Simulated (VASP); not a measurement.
A run of VASP 6.6.1:

The input INCAR:

```
  PREC = Accurate
  ENCUT = 520
  EDIFF = 1E-7
  ISMEAR = 0
  SIGMA = 0.024
  LREAL = False
  LASPH = True
  NELM = 60
  ALGO = Fast
  ISIF = 2
  LWAVE = False
  LCHARG = False
  GGA = PE
  NBANDS = 11
```

The input KPOINTS:

```
regular mesh
0
Gamma
  12 12 12
```

Contents of POSCAR:

```
Pd
1.0
    0.0000000000      1.9465000000      1.9465000000
    1.9465000000      0.0000000000      1.9465000000
    1.9465000000      1.9465000000      0.0000000000
Pd
1
Direct
    0.0000000000      0.0000000000      0.0000000000
```

Potentials or basis: VASP PAW PBE potentials, release 64 (Pd).

Run with:

```sh
$ cat potpaw_PBE.64/Pd/POTCAR > POTCAR
$ mpirun -np 1 vasp_std > vasp.out
```

Hardware: 1 thread of Intel(R) Xeon(R) Platinum 8559C (Emerald Rapids), with other jobs on the host.

Question: How long does it take, and how much memory?

Answer: Run time: 8.4 s on 1 thread of Intel(R) Xeon(R) Platinum 8559C (Emerald Rapids) (shared host), peak memory 0.12 GiB. Counts: scf iterations 16, k points 72.
